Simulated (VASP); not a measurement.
# LaO4 (P6/mmm) in VASP: further runs

Runs on LaO4. Level: PBE. Tasks: single point.

All numbers are computed with VASP 6.6.1; they aren't measurements. Logs are shortened: lines on timing, memory, paths and dates and some standing lists are left out, and cuts for length are marked.

### 1 The cell of the first run

The structure is hexagonal, space group P6/mmm (No. 191). The conventional cell has a = 4.227 Å, b = 4.227 Å, c = 3.848 Å, α = 90.00°, β = 90.00°, γ = 120.00°. La (site symmetry 6/mmm) has 24 O at 2.73 to 3.58 Å within 3.6 Å. O (site symmetry 3m) has 1 O at 1.40 Å within 1.9 Å.

### 2 Single point, PBE

Contents of INCAR:

```
ALGO = Normal
EDIFF = 1E-7
ENCUT = 520
GGA = PE
ISIF = 2
ISMEAR = 0
LASPH = True
LCHARG = True
LELF = True
LREAL = False
LVHAR = True
LWAVE = False
NBANDS = 26
NELM = 100
PREC = Accurate
SIGMA = 0.1
```

Contents of KPOINTS:

```
k-points
0
Gamma
  6 6 4
```

Contents of POSCAR:

```
LaO4
1.0
    4.2265826057      0.0000000030      0.0000000000
   -2.1132913054      3.6603279062      0.0000000000
    0.0000000000      0.0000000000      3.8478217403
La O
1 4
Direct
    0.0000000000      0.0000000000      0.5000000000
    0.3333333333      0.6666666667      0.1814378732
    0.3333333333      0.6666666667      0.8185621268
    0.6666666667      0.3333333333      0.8185621268
    0.6666666667      0.3333333333      0.1814378732
```

Potentials or basis: VASP PAW PBE potentials, release 64 (La, O).

The run is started by

```bash
$ cat potpaw_PBE.64/La/POTCAR potpaw_PBE.64/O/POTCAR > POTCAR
$ mpirun -np 1 vasp_std > vasp.out
```

OUTCAR:

```text
EDIFF = 1E-7
   ENCUT = 520
   GGA = PE
   ISIF = 2
   ISMEAR = 0
   LASPH = True
   LREAL = False
   NELM = 100
   PREC = Accurate

 ion  position               nearest neighbor table
   1  0.000  0.000  0.500-   2 2.73   3 2.73   4 2.73   5 2.73   2 2.73   3 2.73   4 2.73   5 2.73
                             4 2.73   5 2.73   2 2.73   3 2.73
   2  0.333  0.667  0.181-   3 1.40   1 2.73   1 2.73   1 2.73
   3  0.333  0.667  0.819-   2 1.40   1 2.73   1 2.73   1 2.73
   4  0.667  0.333  0.819-   5 1.40   1 2.73   1 2.73   1 2.73
   5  0.667  0.333  0.181-   4 1.40   1 2.73   1 2.73   1 2.73

  LATTYP: Found a hexagonal cell.
 ALAT       =     4.2265826057
 C/A-ratio  =     0.9103860256

  Lattice vectors:

 A1 = (   4.2265826057,   0.0000000030,   0.0000000000)
 A2 = (  -2.1132913054,   3.6603279062,   0.0000000000)
 A3 = (   0.0000000000,   0.0000000000,   3.8478217403)

Analysis of symmetry for initial positions (statically):
=====================================================================
 Subroutine PRICEL returns:
 Original cell was already a primitive cell.

 Routine SETGRP: Setting up the symmetry group for a
 hexagonal supercell.

 Subroutine GETGRP returns: Found 24 space group operations
 (whereof 24 operations were pure point group operations)
 out of a pool of 24 trial point group operations.

The static configuration has the point symmetry D_6h.

Analysis of symmetry for dynamics (positions and initial velocities):
=====================================================================
 Subroutine PRICEL returns:
 Original cell was already a primitive cell.

 Routine SETGRP: Setting up the symmetry group for a
 hexagonal supercell.

 Subroutine GETGRP returns: Found 24 space group operations
 (whereof 24 operations were pure point group operations)
 out of a pool of 24 trial point group operations.

The dynamic configuration has the point symmetry D_6h.

 Subroutine INISYM returns: Found 24 space group operations
 (whereof 24 operations are pure point group operations),
 and found     1 'primitive' translations

----------------------------------------------------------------------------------------

                                     Primitive cell

  volume of cell :      59.5284

  direct lattice vectors                    reciprocal lattice vectors
     4.226582606  0.000000003  0.000000000     0.236597765  0.136599784  0.000000000
[... 89 lines left out ...]
   LREAL  =      F    real-space projection
   EDIFFG = 0.1E-05   stopping-criterion for IOM
   NSW    =      0    number of steps for IOM
   IBRION =     -1    ionic relax: 0-MD 1-quasi-New 2-CG
   NFREE  =      0    steps in history (QN), initial steepest desc. (CG)
   ISIF   =      2    stress and relaxation
   ISYM   =      2    0-nonsym 1-usesym 2-fastsym
   POTIM  = 0.5000    time-step for ionic-motion
   TEBEG  =    0.0;   TEEND  =   0.0 temperature during run
   PSTRESS=    0.0 pullay stress
   NELECT =      35.0000    total number of electrons
   NUPDOWN=      -1.0000    fix difference up-down
   EMIN   =  10.00;   EMAX   =-10.00  energy-range for DOS
   EFERMI =   0.00;   METHOD = LEGACY
   ISMEAR =     0;   SIGMA  =   0.10  broadening in eV -4-tet -1-fermi 0-gaus
   EFERMI_NEDOS =   21; number of points for ismear=-14 and -15
   IALGO  =     38    algorithm
   IMIX   =      4    mixing-type and parameters
     AMIX     =   0.40;   BMIX     =  1.00
     AMIX_MAG =   1.60;   BMIX_MAG =  1.00
  volume/ion in A,a.u.               =      11.91        80.34
  Fermi-wavevector in a.u.,A,eV,Ry     =   1.371480  2.591721 25.591971  1.880957
  Thomas-Fermi vector in A             =   2.497173
   LORBIT       =      0    0 simple, 1 ext, 2 COOP (PROOUT), +10 PAW based schemes
   GGA     = PE    functional components
   LHFCALC =     F    Hartree Fock is set to
   AEXX    =    0.0000 exact exchange contribution
   IVDW    =     0    specifies the selected vdW correction
   LEPSILON=     F    determine dielectric tensor
   LRPA    =     F    only Hartree local field effects (RPA)
 non-spin polarized calculation
 Gauss-broadening in eV      SIGMA  =   0.10
  energy-cutoff  :      520.00
  volume of cell :       59.53
 maximum number of plane-waves:      1620
 NGX is ok and might be reduce to    32
   NGX = 15   NGY = 15   NGZ = 15

 number of electron      35.0000011 magnetization

 Free energy of the ion-electron system (eV)
  ---------------------------------------------------
  ext. energy  EPLUGINS =         0.00000000
  ---------------------------------------------------
  free energy    TOTEN  =       -31.12430241 eV

  energy without entropy =      -31.10874260  energy(sigma->0) =      -31.11652250

 E-fermi :   7.1404     XC(G=0): -10.9584

 val. band max:        7.0879204320   @ k =   0.1667   0.1667   0.2500
 cond. band min:       7.1974894640   @ k =   0.1667  -0.0000   0.5000
 fundamental gap:      0.1095690321
 Fermi energy:         7.1404160746

 k-point     1 :       0.0000    0.0000    0.0000
  band No.  band energies     occupation
      1     -25.4091      2.00000
      2     -16.3784      2.00000
      3     -15.0895      2.00000
      4      -9.8152      2.00000
      5      -8.8434      2.00000
      6      -8.8434      2.00000
[... 598 lines left out ...]
     25      10.0441      0.00000
     26      10.4692      0.00000

------------------------ aborting loop because EDIFF is reached ----------------------------------------

  FORCE on cell =-STRESS in cart. coord.  units (eV):
  Direction    XX          YY          ZZ          XY          YZ          ZX
  --------------------------------------------------------------------------------------
  -------------------------------------------------------------------------------------
  Total       -0.1603361     -0.1603361      0.6222573     -0.0000000      0.0000000      0.0000000
  in kB       -4.3153653     -4.3153653     16.7477441     -0.0000000      0.0000000      0.0000000
  external PRESSURE =       2.7056711 kB  Pullay stress =       0.0000000 kB

 VOLUME and BASIS-vectors are now :
 -----------------------------------------------------------------------------
  energy-cutoff  :      520.00
  volume of cell :       59.53
      direct lattice vectors                 reciprocal lattice vectors
     4.226582606  0.000000003  0.000000000     0.236597765  0.136599784  0.000000000
    -2.113291305  3.660327906  0.000000000    -0.000000000  0.273199567  0.000000000
     0.000000000  0.000000000  3.847821740     0.000000000  0.000000000  0.259887299

 POSITION                                       TOTAL-FORCE (eV/Angst)
 -----------------------------------------------------------------------------------
      0.00000      0.00000      1.92391         0.000000      0.000000      0.000000
     -0.00000      2.44022      0.69814        -0.000000     -0.000000      0.302588
     -0.00000      2.44022      3.14968         0.000000      0.000000     -0.302588
      2.11329      1.22011      3.14968         0.000000      0.000000     -0.302588
      2.11329      1.22011      0.69814        -0.000000     -0.000000      0.302588
 -----------------------------------------------------------------------------------
    total drift:                               -0.000000      0.000000     -0.000000

  FREE ENERGIE OF THE ION-ELECTRON SYSTEM (eV)
  ---------------------------------------------------
  free  energy   TOTEN  =       -31.1243024057 eV

  energy  without entropy=      -31.1087425974  energy(sigma->0) =      -31.11652250
```

stdout:

```text
POSCAR found type information on POSCAR LaO
 POSCAR found :  2 types and       5 ions
 scaLAPACK will be used
 LDA part: xc-table for (Slater+PW92), standard interpolation
 POSCAR, INCAR and KPOINTS ok, starting setup
 FFT: planning ... GRIDC
 FFT: planning ... GRID_SOFT
 FFT: planning ... GRID
 WAVECAR not read
 entering main loop
```

Wall time 20 s (1 thread of Intel Xeon 6975P-C (Granite Rapids), shared host); peak memory 0.2 GiB.

Results:

* Free energy: -31.1243 eV
* Pressure: 0.3 GPa
* Largest force: 0.303 eV/Å

Forces on the atoms (eV/Å):
```
La   0.000  0.000  0.000
O    0.000  0.000  0.303
O    0.000  0.000 -0.303
O    0.000  0.000 -0.303
O    0.000  0.000  0.303
```

Stress tensor (GPa, compression positive):
```
-0.43  0.00  0.00
 0.00 -0.43  0.00
 0.00  0.00  1.67
```

Levels at points of the mesh, in eV from the Fermi level:
| k point | band 15 | band 16 | band 17 | band 18 | band 19 | band 20 | band 21 | band 22 |
| --- | --- | --- | --- | --- | --- | --- | --- | --- |
| (0.00, 0.00, 0.00) | -1.94 | -1.94 | -0.58 | -0.58 | 0.82 | 2.30 | 2.30 | 2.48 |
| (0.50, 0.00, 0.00) | -2.60 | -1.18 | -0.28 | 0.27 | 1.24 | 2.18 | 2.20 | 2.53 |
| (0.00, 0.00, 0.50) | -3.43 | -3.43 | 0.15 | 0.15 | 1.66 | 2.25 | 2.35 | 2.48 |
| (0.50, 0.00, 0.50) | -2.26 | -2.19 | -0.63 | -0.42 | 2.09 | 2.17 | 2.41 | 2.49 |

Caveat: the k points lie up to 0.41 Å⁻¹ apart; spin-orbit coupling is left out, which moves the levels of the heavy elements; an odd number of electrons without spin polarisation forces a metal; a magnetic or distorted state may lie lower.

### 3 Single point, PBE

This run uses another cell than the first one, of 14.14 Å³/atom, 1.187 times its volume.

Contents of INCAR:

```
PREC     = Accurate       # precision mode
ENCUT    = 520            # plane-wave cutoff, eV
EDIFF    = 1E-6           # SCF threshold, eV
ISMEAR   = 0              # smearing method
SIGMA    = 0.1            # smearing width, eV
LREAL    = False          # projectors in reciprocal space
LASPH    = True           # aspherical terms in the spheres
NELM     = 60             # most SCF steps
ALGO     = Normal         # electronic algorithm
ISIF     = 2              # what is computed and relaxed
LWAVE    = False          # write WAVECAR
LCHARG   = False          # write CHGCAR
GGA      = PE             # functional
NBANDS   = 26             # bands
```

Contents of KPOINTS:

```
Automatic mesh
0
Gamma
  6 6 4
```

Contents of POSCAR:

```
LaO4
1.0
    4.1158550500      0.0000000000      0.0000000000
   -2.0579275300      3.5644350300      0.0000000000
    0.0000000000      0.0000000000      4.8176850300
La O
1 4
Direct
    0.0000000000      0.0000000000      0.5000000000
    0.3333333300      0.6666666700      0.1938678200
    0.3333333300      0.6666666700      0.8061321800
    0.6666666700      0.3333333300      0.8061321800
    0.6666666700      0.3333333300      0.1938678200
```

Potentials or basis: VASP PAW PBE potentials, release 64 (La, O).

The run is started by

```bash
$ cat potpaw_PBE.64/La/POTCAR potpaw_PBE.64/O/POTCAR > POTCAR
$ mpirun -np 1 vasp_std > vasp.out
```

OUTCAR:

```text
PREC = Accurate
   ENCUT = 520
   EDIFF = 1E-6
   ISMEAR = 0
   LREAL = False
   LASPH = True
   NELM = 60
   ISIF = 2
   GGA = PE

 ion  position               nearest neighbor table
   1  0.000  0.000  0.500-   2 2.80   3 2.80   4 2.80   5 2.80   4 2.80   5 2.80   2 2.80   3 2.80
                             4 2.80   5 2.80   2 2.80   3 2.80
   2  0.333  0.667  0.194-   3 1.87   1 2.80   1 2.80   1 2.80
   3  0.333  0.667  0.806-   2 1.87   1 2.80   1 2.80   1 2.80
   4  0.667  0.333  0.806-   5 1.87   1 2.80   1 2.80   1 2.80
   5  0.667  0.333  0.194-   4 1.87   1 2.80   1 2.80   1 2.80

  LATTYP: Found a hexagonal cell.
 ALAT       =     4.1158550500
[... 806 lines left out ...]
  -------------------------------------------------------------------------------------
  Total        0.2251200      0.2251200    -19.0063003     -0.0000000      0.0000000      0.0000000
  in kB        5.1031160      5.1031160   -430.8429494     -0.0000000      0.0000000      0.0000000
  external PRESSURE =    -140.2122392 kB  Pullay stress =       0.0000000 kB

 VOLUME and BASIS-vectors are now :
 -----------------------------------------------------------------------------
  energy-cutoff  :      520.00
  volume of cell :       70.68
      direct lattice vectors                 reciprocal lattice vectors
     4.115855050  0.000000000  0.000000000     0.242962881  0.140274685  0.000000000
    -2.057927530  3.564435030  0.000000000     0.000000000  0.280549369  0.000000000
     0.000000000  0.000000000  4.817685030     0.000000000  0.000000000  0.207568572

 POSITION                                       TOTAL-FORCE (eV/Angst)
 -----------------------------------------------------------------------------------
      0.00000      0.00000      2.40884         0.000000     -0.000000      0.000000
     -0.00000      2.37629      0.93399        -0.000000      0.000000     -1.201158
     -0.00000      2.37629      3.88369         0.000000      0.000000      1.201158
      2.05793      1.18814      3.88369        -0.000000     -0.000000      1.201158
      2.05793      1.18814      0.93399        -0.000000     -0.000000     -1.201158
 -----------------------------------------------------------------------------------
    total drift:                               -0.000000      0.000000     -0.000000

  FREE ENERGIE OF THE ION-ELECTRON SYSTEM (eV)
  ---------------------------------------------------
  free  energy   TOTEN  =       -27.4034414328 eV

  energy  without entropy=      -27.3830395047  energy(sigma->0) =      -27.39324047
```

Wall time 23 s (1 thread of Intel Xeon 6975P-C (Granite Rapids), shared host); peak memory 0.21 GiB.

Results:

```
Free energy   : -27.4034 eV
Pressure      : -14.0 GPa
Largest force : 1.201 eV/Å
```

Forces on the atoms (eV/Å):
```
La   0.000  0.000  0.000
O    0.000  0.000 -1.201
O    0.000  0.000  1.201
O    0.000  0.000  1.201
O    0.000  0.000 -1.201
```

Caveat: spin-orbit coupling is left out, which moves the levels of the heavy elements; an odd number of electrons without spin polarisation forces a metal; a magnetic or distorted state may lie lower.
